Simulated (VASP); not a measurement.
# Se (R-3m) in VASP: notebook, part 2 of 2

VASP 6.6.1. The steps go on from the part before.

## Step 4: Relaxation of cell and atoms, PBE, target pressure 125 GPa, at which the enthalpy is minimised

This run uses another cell than the first one, of 11.32 Å³/atom.

The input, INCAR:

```
SYSTEM = Se
ALGO = Normal
EDIFF = 1E-7
EDIFFG = -0.05
ENCUT = 500
GGA = PE
GGA_COMPAT = .False.
IBRION = 2
ISIF = 3
ISMEAR = 0
LASPH = .True.
LCHARG = .False.
LREAL = .False.
LWAVE = .False.
NELM = 120
NELMIN = 4
NSW = 80
PREC = Accurate
PSTRESS = 1250.0
SIGMA = 0.1
```

The input, KPOINTS:

```
k-points
0
Gamma
  9 9 9
  0 0 0
```

The input, POSCAR:

```
Se
1.0
    1.9250000000      1.1113992682      0.8816666667
   -1.9250000000      1.1113992682      0.8816666667
    0.0000000000     -2.2227985364      0.8816666667
Se
1
Direct
    0.0000000000      0.0000000000      0.0000000000
```

Potentials or basis: VASP PAW PBE potentials, release 64 (Se).

Command:

```
> cat potpaw_PBE.64/Se/POTCAR > POTCAR
> mpirun -np 1 vasp_std > vasp.out
```

OUTCAR:

```text
SYSTEM = Se
   EDIFF = 1E-7
   EDIFFG = -0.05
   ENCUT = 500
   GGA = PE
   IBRION = 2
   ISIF = 3
   ISMEAR = 0
   LASPH = .True.
   LREAL = .False.
   NELM = 120
   NELMIN = 4
   NSW = 80
   PREC = Accurate
   PSTRESS = 1250.0

 ion  position               nearest neighbor table
   1  0.000  0.000  0.000-

  LATTYP: Found a trigonal (rhomboedric) cell.
 ALAT       =     2.3912694211
 COS(alpha) =    -0.2960878603

  Lattice vectors:

 A1 = (   1.9250000000,   1.1113992682,   0.8816666667)
 A2 = (  -1.9250000000,   1.1113992682,   0.8816666667)
 A3 = (   0.0000000000,  -2.2227985364,   0.8816666667)

Analysis of symmetry for initial positions (statically):
=====================================================================
 Subroutine PRICEL returns:
 Original cell was already a primitive cell.

 Routine SETGRP: Setting up the symmetry group for a
 trigonal (rhombohedral) supercell.

 Subroutine GETGRP returns: Found 12 space group operations
 (whereof 12 operations were pure point group operations)
 out of a pool of 12 trial point group operations.

The static configuration has the point symmetry D_3d.

Analysis of symmetry for dynamics (positions and initial velocities):
=====================================================================
 Subroutine PRICEL returns:
 Original cell was already a primitive cell.

 Routine SETGRP: Setting up the symmetry group for a
 trigonal (rhombohedral) supercell.

 Subroutine GETGRP returns: Found 12 space group operations
 (whereof 12 operations were pure point group operations)
 out of a pool of 12 trial point group operations.

The dynamic configuration has the point symmetry D_3d.

 Subroutine INISYM returns: Found 12 space group operations
 (whereof 12 operations are pure point group operations),
 and found     1 'primitive' translations

----------------------------------------------------------------------------------------

                                     Primitive cell

  volume of cell :      11.3177

  direct lattice vectors                    reciprocal lattice vectors
     1.925000000  1.111399268  0.881666667     0.259740260  0.149961109  0.378071834
    -1.925000000  1.111399268  0.881666667    -0.259740260  0.149961109  0.378071834
     0.000000000 -2.222798536  0.881666667     0.000000000 -0.299922218  0.378071834

  length of vectors
     2.391269421  2.391269421  2.391269421     0.482588487  0.482588487  0.482588487

  position of ions in fractional coordinates (direct lattice)
     0.000000000  0.000000000  0.000000000

  ion indices of the primitive-cell ions
   primitive index   ion index
                 1           1

----------------------------------------------------------------------------------------

 KPOINTS: k-points

Automatic generation of k-mesh.
 Grid dimensions read from file:
 generate k-points for:    9    9    9

 Generating k-lattice:

[... 44 lines left out ...]
   number of dos      NEDOS =    301   number of ions     NIONS =      1
   total plane-waves  NPLWV =   5832
   dimension x,y,z NGX =    18 NGY =   18 NGZ =   18
   dimension x,y,z NGXF=    36 NGYF=   36 NGZF=   36
   ions per type =               1
   NGX,Y,Z   is equivalent  to a cutoff of  12.51, 12.51, 12.51 a.u.
   NGXF,Y,Z  is equivalent  to a cutoff of  25.03, 25.03, 25.03 a.u.
 SYSTEM =  Se
   PREC   = accura    normal or accurate (medium, high low for compatibility)
   ISTART =      0    job   : 0-new  1-cont  2-samecut
   ICHARG =      2    charge: 1-file 2-atom 10-const
   ISPIN  =      1    spin polarized calculation?
   LNONCOLLINEAR =      F non collinear calculations
   LSORBIT =      F    spin-orbit coupling
   LASPH  =      T    aspherical Exc in radial PAW
   ENCUT  =  500.0 eV  36.75 Ry    6.06 a.u.   4.36  4.36  4.36*2*pi/ulx,y,z
   NELM   =    120;   NELMIN=  4; NELMDL= -5     # of ELM steps
   EDIFF  = 0.1E-06   stopping-criterion for ELM
   LREAL  =      F    real-space projection
   EDIFFG = -.5E-01   stopping-criterion for IOM
   NSW    =     80    number of steps for IOM
   IBRION =      2    ionic relax: 0-MD 1-quasi-New 2-CG
   NFREE  =      1    steps in history (QN), initial steepest desc. (CG)
   ISIF   =      3    stress and relaxation
   ISYM   =      2    0-nonsym 1-usesym 2-fastsym
   POTIM  = 0.5000    time-step for ionic-motion
   TEBEG  =    0.0;   TEEND  =   0.0 temperature during run
   PSTRESS= 1250.0 pullay stress
   NELECT =       6.0000    total number of electrons
   NUPDOWN=      -1.0000    fix difference up-down
   EMIN   =  10.00;   EMAX   =-10.00  energy-range for DOS
   EFERMI =   0.00;   METHOD = LEGACY
   ISMEAR =     0;   SIGMA  =   0.10  broadening in eV -4-tet -1-fermi 0-gaus
   EFERMI_NEDOS =   21; number of points for ismear=-14 and -15
   IALGO  =     38    algorithm
   IMIX   =      4    mixing-type and parameters
     AMIX     =   0.40;   BMIX     =  1.00
     AMIX_MAG =   1.60;   BMIX_MAG =  1.00
  volume/ion in A,a.u.               =      11.32        76.38
  Fermi-wavevector in a.u.,A,eV,Ry     =   1.324971  2.503832 23.885687  1.755548
  Thomas-Fermi vector in A             =   2.454466
   LORBIT       =      0    0 simple, 1 ext, 2 COOP (PROOUT), +10 PAW based schemes
   GGA     = PE    functional components
   LHFCALC =     F    Hartree Fock is set to
   AEXX    =    0.0000 exact exchange contribution
   IVDW    =     0    specifies the selected vdW correction
   LEPSILON=     F    determine dielectric tensor
   LRPA    =     F    only Hartree local field effects (RPA)
 conjugate gradient relaxation of ions
 non-spin polarized calculation
 Gauss-broadening in eV      SIGMA  =   0.10
  energy-cutoff  :      500.00
  volume of cell :       11.32
 maximum number of plane-waves:       297
 NGX is ok and might be reduce to    18
   NGX =  9   NGY =  9   NGZ =  9

--------------------------------------- Ionic step        1  -------------------------------------------

 number of electron       6.0000000 magnetization

 Free energy of the ion-electron system (eV)
  ---------------------------------------------------
  ext. energy  EPLUGINS =         0.00000000
  ---------------------------------------------------
  free energy    TOTEN  =        -0.23686175 eV

  energy without entropy =       -0.23230248  energy(sigma->0) =       -0.23458211

------------------------ aborting loop because EDIFF is reached ----------------------------------------

  FORCE on cell =-STRESS in cart. coord.  units (eV):
  Direction    XX          YY          ZZ          XY          YZ          ZX
  --------------------------------------------------------------------------------------
  -------------------------------------------------------------------------------------
  Total       11.2541676     11.2541676     11.4588374      0.0000000      0.0000000      0.0000000
  in kB     1593.1895419   1593.1895419   1622.1635037      0.0000000      0.0000000      0.0000000
  external PRESSURE =     352.8475292 kB  Pullay stress =    1250.0000000 kB
[... 24 lines left out ...]
--------------------------------------- Ionic step        2  -------------------------------------------

 number of electron       6.0000001 magnetization

 E-fermi :   8.8136     XC(G=0): -11.7425

 val. band max:        8.7770722620   @ k =   0.2222   0.1111   0.1111
 cond. band min:       8.8361462196   @ k =   0.2222   0.1111  -0.0000
 fundamental gap:      0.0590739576
 Fermi energy:         8.8135956092

 k-point     1 :       0.0000    0.0000    0.0000
  band No.  band energies     occupation
      1      -9.8693      2.00000
      2      12.0264      0.00000
      3      13.6943      0.00000
      4      13.6943      0.00000
      5      20.5072      0.00000
      6      20.5072      0.00000
      7      21.6424      0.00000
[... 299 lines left out ...]
  energy  without entropy=       -0.9686860255  energy(sigma->0) =       -0.97051837

  enthalpy is  TOTEN    =         8.5164786782 eV   P V=        9.4888293996

[... ionic steps 4 to 7 ...]

--------------------------------------- Ionic step        8  -------------------------------------------

 number of electron       5.9999998 magnetization

------------------------ aborting loop because EDIFF is reached ----------------------------------------
[... 69 lines left out ...]
--------------------------------------- Ionic step       10  -------------------------------------------

 number of electron       5.9999999 magnetization

 Free energy of the ion-electron system (eV)
  ---------------------------------------------------
  ext. energy  EPLUGINS =         0.00000000
  ---------------------------------------------------
  free energy    TOTEN  =        -0.88510199 eV

  energy without entropy =       -0.88270628  energy(sigma->0) =       -0.88390413

 E-fermi :  13.5841     XC(G=0): -13.1208

 val. band max:       13.5704978419   @ k =  -0.2222   0.2222   0.0000
 cond. band min:      13.6216258656   @ k =  -0.4444   0.4444   0.2222
 fundamental gap:      0.0511280237
 Fermi energy:        13.5840903894

 k-point     1 :       0.0000    0.0000    0.0000
  band No.  band energies     occupation
      1      -9.0133      2.00000
      2      18.2908      0.00000
      3      20.7160      0.00000
      4      20.7160      0.00000
      5      25.3918      0.00000
      6      25.3918      0.00000
      7      28.1921      0.00000
[... 262 lines left out ...]
  energy  without entropy=       -0.8827062756  energy(sigma->0) =       -0.88390413

  enthalpy is  TOTEN    =         8.5112033394 eV   P V=        9.3963053274

 reached required accuracy - stopping structural energy minimisation
```

OSZICAR:

```text
N       E                     dE             d eps       ncg     rms          rms(c)
DAV:   1     0.112132529565E+02    0.11213E+02   -0.33180E+03  1232   0.763E+02
[... 76 lines left out ...]
   9 F= 0.85112411E+01 E0= 0.85125078E+01  d E =-.377375E-02
       N       E                     dE             d eps       ncg     rms          rms(c)
DAV:   1    -0.885154164959E+00    0.34338E-03   -0.82367E-03  1400   0.589E-01    0.499E-02
DAV:   2    -0.885121073172E+00    0.33092E-04   -0.15395E-04  1414   0.112E-01    0.258E-02
DAV:   3    -0.885101832511E+00    0.19241E-04   -0.53926E-05  1568   0.486E-02    0.387E-03
DAV:   4    -0.885101915395E+00   -0.82884E-07   -0.10538E-06  1344   0.100E-02    0.275E-03
DAV:   5    -0.885101987948E+00   -0.72553E-07   -0.47080E-08   847   0.194E-03
  10 F= 0.85112033E+01 E0= 0.85124012E+01  d E =-.381152E-02
```

CONTCAR:

```text
Se
   1.00000000000000
     1.9445730832806045    1.1226997931367668    0.9194296965991580
    -1.9445730832806045    1.1226997931367668    0.9194296965991582
    -0.0000000000000001   -2.2453995862735332    0.9194296965991581
  Se
     1
Direct
     0.0000000000000000    0.0000000000000000    0.0000000000000000

  0.00000000E+00  0.00000000E+00  0.00000000E+00
```

Run time: 52 s. Hardware: 1 thread of AMD EPYC 7R43 (Zen 3), shared host; peak memory 0.09 GiB.

What came out:

- Free energy: -0.8851 eV
- Relaxed volume: 12.04 Å³/atom
- Relaxed cell: a = 2.426 Å, b = 2.426 Å, c = 2.426 Å, α = 106.54°, β = 106.54°, γ = 106.54°
- Space group after relaxing (to 0.1 Å): R-3m (No. 166)
- Energy change on relaxing (the run minimises the enthalpy): -648.2 meV/atom
- Ionic steps: 10
- Pressure after relaxing: 125.4 GPa
- Band gap on the k mesh: zero (bands 3 and 4 overlap by 13.28 eV)

Step by step:
| step | energy change (eV) | largest force (eV/Å) | pressure (GPa) | volume (Å³) |
| --- | --- | --- | --- | --- |
| 1 | 0.0000 | 0.0000 | 160.28 | 11.32 |
| 2 | -2.3324 | 0.0000 | 33.00 | 15.91 |
| 3 | -0.7355 | 0.0000 | 120.55 | 12.16 |
| 4 | -0.6575 | 0.0000 | 124.78 | 12.06 |
| 5 | -0.6456 | 0.0000 | 125.41 | 12.05 |
| 6 | -0.6472 | 0.0000 | 125.31 | 12.05 |
| 7 | -0.6485 | 0.0000 | 125.29 | 12.04 |
| 8 | -0.6431 | 0.0000 | 126.03 | 12.04 |
| 9 | -0.6486 | 0.0000 | 125.34 | 12.04 |
| 10 | -0.6482 | 0.0000 | 125.44 | 12.04 |

Final structure:
```yaml
crystal:
  lattice:
    - [1.94457, 1.12270, 0.91943]
    - [-1.94457, 1.12270, 0.91943]
    - [0.00000, -2.24540, 0.91943]
  atoms:
    - { symbol: Se, position: [0.00000, 0.00000, 0.00000] }
```

Caveat: the cell is relaxed towards a set pressure, so the run minimises the enthalpy, not the energy.

## Step 5: Relaxation of cell and atoms, PBE, target pressure 125 GPa, at which the enthalpy is minimised

The input, INCAR:

```
PREC = Accurate ; ENCUT = 500
EDIFF = 1E-7 ; ISMEAR = 0
SIGMA = 0.1 ; LREAL = F
LASPH = T ; NELM = 120
ALGO = Normal ; ISIF = 3
LWAVE = F ; LCHARG = F
GGA = PE ; IBRION = 2
NSW = 80 ; EDIFFG = -0.05
PSTRESS = 1250.0 ; GGA_COMPAT = F
NELMIN = 4
```

The input, KPOINTS:

```
Automatic mesh
0
Gamma
  9 9 9
```

The input, POSCAR:

```
Se
1.0
    1.9462290752      1.1236558805      0.9161464335
   -1.9462290752      1.1236558805      0.9161464335
    0.0000000000     -2.2473117609      0.9161464335
Se
1
Direct
    0.0000000000      0.0000000000      0.0000000000
```

Command:

```
> cat potpaw_PBE.64/Se/POTCAR > POTCAR
> mpirun -np 1 vasp_std > vasp.out
```

Run time: 18 s. Hardware: 1 thread of AMD EPYC 7R43 (Zen 3), shared host; peak memory 0.09 GiB.

The run converged. Its results:

* Free energy: -0.8965 eV
* Relaxed volume: 12.06 Å³/atom
* Relaxed cell: a = 2.429 Å, b = 2.429 Å, c = 2.429 Å, α = 106.61°, β = 106.61°, γ = 106.61°
* Space group after relaxing (to 0.1 Å): R-3m (No. 166)
* Energy change on relaxing (the run minimises the enthalpy): -29.0 meV/atom
* Ionic steps: 3
* Pressure after relaxing: 124.8 GPa
* Band gap on the k mesh: zero (bands 3 and 4 overlap by 13.28 eV)

Stress tensor (GPa, compression positive):
```
124.43   0.00   0.00
  0.00 124.43   0.00
  0.00   0.00 125.45
```

Step by step:
| step | energy change (eV) | largest force (eV/Å) | pressure (GPa) | volume (Å³) |
| --- | --- | --- | --- | --- |
| 1 | 0.0000 | 0.0000 | 126.32 | 12.02 |
| 2 | -0.1326 | 0.0000 | 119.24 | 12.19 |
| 3 | -0.0290 | 0.0000 | 124.77 | 12.06 |

Final structure:
```
CELL_PARAMETERS angstrom
1.94751 1.12440 0.91775
-1.94751 1.12440 0.91775
0.00000 -2.24879 0.91775
ATOMIC_POSITIONS crystal
Se 0.00000 0.00000 0.00000
```

Levels at points of the mesh, in eV from the Fermi level:
| k point | band 1 | band 2 | band 3 | band 4 | band 5 | band 6 | band 7 |
| --- | --- | --- | --- | --- | --- | --- | --- |
| (0.00, 0.00, 0.00) | -22.56 | 4.75 | 7.15 | 7.15 | 11.87 | 11.87 | 14.62 |

Caveat: the cell is relaxed towards a set pressure, so the run minimises the enthalpy, not the energy. Zero-point motion and thermal expansion aren't in these numbers.

## Step 6: The runs side by side

| task | cell | gap on the mesh (eV) | pressure (GPa) |
| --- | --- | --- | --- |
| single point | a = 2.427 Å, angles 106.6°, 1 atom | none | 126.3 |
| relaxation of cell and atoms | relaxed to 125 GPa from a = 2.391 Å, angles 107.2°, 1 atom | none | 125.4 |
| relaxation of cell and atoms | relaxed to 125 GPa from a = 2.427 Å, angles 106.6°, 1 atom | none | 124.8 |

Alike in all rows: level PBE; potentials or basis VASP PAW PBE potentials, release 64 (Se); no spin polarisation; k mesh 9 × 9 × 9; cutoff (eV) 500; smearing gaussian 0.1 eV.

Caveats: the cell is relaxed towards a set pressure, so the run minimises the enthalpy, not the energy (at least some runs); the cell stands under pressure (at least some runs).

Total energies depend on the potentials used, so only differences within one code and one set of settings carry meaning.

The gap in the log of VASP goes by the Fermi energy; the results here count the filled bands.